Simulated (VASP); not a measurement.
# Al32H (a cell with a defect) in VASP: notebook, part 2 of 2

VASP 6.6.1. The steps go on from the part before.

### Step 4. Single point, PBEsol

The input, INCAR:

```
SYSTEM = Al32H
ALGO     = Normal         ! electronic algorithm
EDIFF    = 1E-7           ! SCF threshold, eV
ENCUT    = 520            ! plane-wave cutoff, eV
GGA      = PS             ! functional
ISIF     = 2              ! what is computed and relaxed
ISMEAR   = 0              ! smearing method
LASPH    = .True.         ! aspherical terms in the spheres
LCHARG   = .False.        ! write CHGCAR
LREAL    = Auto         
LWAVE    = .False.        ! write WAVECAR
NBANDS   = 70             ! bands
NELM     = 80             ! most SCF steps
PREC     = Accurate       ! precision mode
SIGMA    = 0.1            ! smearing width, eV
```

The input, KPOINTS:

```
k-points
0
Gamma
  3 3 3
  0 0 0
```

The input, POSCAR:

```
Al32H
1.0
    8.1000000000      0.0000000000      0.0000000000
    0.0000000000      8.1000000000      0.0000000000
    0.0000000000      0.0000000000      8.1000000000
Al H
32 1
Direct
    0.4977552244      0.0006345365     -0.0021776388
    0.7494111169      0.2522908065     -0.0021771747
    0.7409202771      0.0091186980      0.2409787420
   -0.0004805937     -0.0004673149      0.0009735537
    0.2498960383      0.2499096935      0.0002226245
    0.5001403485      0.5001539737      0.0002192659
    0.7505162956      0.7505294914      0.0009637809
    0.2491551157     -0.0004754054      0.2506045753
    0.4977554511      0.2522910419      0.2494777103
    0.7505207173      0.5008934948      0.2505974552
    0.5009039946     -0.0004780188      0.4995858449
    0.7505341533      0.2491543865      0.4995821088
    0.7505389806     -0.0004865888      0.7492236848
    0.0006219095      0.4977700958     -0.0021742899
    0.2522758951      0.7494236695     -0.0021738896
   -0.0004896899      0.2491694828      0.2506055735
    0.2522760578      0.4977703342      0.2494788230
    0.5008791258      0.7505348686      0.2505984145
    0.0091857999      0.0091957234      0.5092426560
    0.2523065905      0.2523182215      0.5006990428
    0.4977396224      0.4977511518      0.5006951772
    0.7408774795      0.7408875034      0.5092083718
    0.2523062777      0.0006435152      0.7523743148
    0.5001493489      0.2499040705      0.7499694737
    0.7494059877      0.4977519315      0.7523624867
    0.0090998302      0.7409392677      0.2409877203
   -0.0004894099      0.5009157003      0.4995877355
    0.2491426842      0.7505454205      0.4995840491
    0.0006319951      0.2523179247      0.7523743274
    0.2498914412      0.5001619448      0.7499704924
    0.4977403340      0.7494174307      0.7523625614
   -0.0004989320      0.7505512450      0.7492263465
    0.8750478224      0.8750756533      0.3752153701
```

Potentials or basis: VASP PAW PBE potentials, release 64 (Al, H).

Command:

```bash
cat potpaw_PBE.64/Al/POTCAR potpaw_PBE.64/H/POTCAR > POTCAR
mpirun -np 1 vasp_std > vasp.out
```

OUTCAR:

```text
SYSTEM = Al32H
   EDIFF = 1E-7
   ENCUT = 520
   GGA = PS
   ISIF = 2
   ISMEAR = 0
   LASPH = .True.
   LREAL = Auto
   NELM = 80
   PREC = Accurate

 ion  position               nearest neighbor table
   1  0.498  0.001  0.998-   3 2.79  23 2.81  31 2.84  15 2.85  24 2.85   5 2.85   8 2.87  13 2.87
                             7 2.88  18 2.88   9 2.88   2 2.88
   2  0.749  0.252  0.998-   3 2.79  25 2.81  29 2.84  14 2.85  24 2.85   6 2.85  13 2.87  10 2.87
                             4 2.88  16 2.88   9 2.88   1 2.88
   3  0.741  0.009  0.241-  33 1.88   1 2.79   2 2.79   9 2.79   7 2.86   4 2.86  11 2.86  18 2.86
                            12 2.86  16 2.86  26 3.07  22 3.07  19 3.07
[... 1191 lines left out ...]
  in kB       -9.8977824     -9.8973243     -9.8968588      0.0208162      0.0025029      0.0048802
  external PRESSURE =      -9.8973218 kB  Pullay stress =       0.0000000 kB

 VOLUME and BASIS-vectors are now :
 -----------------------------------------------------------------------------
  energy-cutoff  :      520.00
  volume of cell :      531.44
      direct lattice vectors                 reciprocal lattice vectors
     8.100000000  0.000000000  0.000000000     0.123456790  0.000000000  0.000000000
     0.000000000  8.100000000  0.000000000     0.000000000  0.123456790  0.000000000
     0.000000000  0.000000000  8.100000000     0.000000000  0.000000000  0.123456790

 POSITION                                       TOTAL-FORCE (eV/Angst)
 -----------------------------------------------------------------------------------
      4.03182      0.00514      8.08236        -0.004206      0.001542     -0.004175
      6.07023      2.04356      8.08236        -0.001025      0.004363     -0.004081
      6.00145      0.07386      1.95193        -0.002217      0.002702     -0.002156
      8.09611      8.09621      0.00789        -0.002881     -0.002933      0.004837
      2.02416      2.02427      0.00180         0.001247      0.001183     -0.002000
      4.05114      4.05125      0.00178        -0.001443     -0.001506     -0.001982
[... 25 lines left out ...]
      8.09596      6.07947      6.06873        -0.003364      0.003125     -0.005111
      7.08789      7.08811      3.03924        -0.000159     -0.000178     -0.000438
 -----------------------------------------------------------------------------------
    total drift:                               -0.002077     -0.003894     -0.006755

  FREE ENERGIE OF THE ION-ELECTRON SYSTEM (eV)
  ---------------------------------------------------
  free  energy   TOTEN  =      -134.4038229596 eV

  energy  without entropy=     -134.3714410002  energy(sigma->0) =     -134.38763198
```

Wall time 8 min (1 thread of Intel Xeon 6975P-C (Granite Rapids), shared host); peak memory 0.64 GiB.

What came out:

- Free energy: -134.4038 eV
- Pressure: -1.0 GPa
- Largest force: 0.007 eV/Å

Forces on the atoms (eV/Å):
```
Al  -0.004  0.002 -0.004
Al  -0.001  0.004 -0.004
Al  -0.002  0.003 -0.002
Al  -0.003 -0.003  0.005
Al   0.001  0.001 -0.002
Al  -0.001 -0.002 -0.002
Al   0.003  0.003  0.005
Al  -0.005 -0.004  0.004
Al  -0.005  0.005 -0.001
Al   0.004  0.004  0.004
Al   0.005 -0.003 -0.003
Al   0.003 -0.005 -0.003
Al   0.003 -0.003 -0.005
Al   0.002 -0.004 -0.004
Al   0.004 -0.001 -0.004
Al  -0.004 -0.005  0.004
Al   0.005 -0.005 -0.001
Al   0.004  0.004  0.004
Al   0.001  0.001  0.001
Al   0.004  0.004  0.002
Al  -0.004 -0.004  0.002
Al  -0.002 -0.002  0.002
Al   0.004  0.000  0.004
Al  -0.002  0.001  0.001
Al   0.000 -0.005  0.004
Al   0.003 -0.002 -0.002
Al  -0.003  0.005 -0.003
Al  -0.005  0.003 -0.003
Al   0.000  0.005  0.004
Al   0.001 -0.002  0.001
Al  -0.005  0.000  0.004
Al  -0.003  0.003 -0.005
H    0.000  0.000  0.000
```

Caveat: the PAW data sets were made with another functional, which shifts forces and pressure a little.
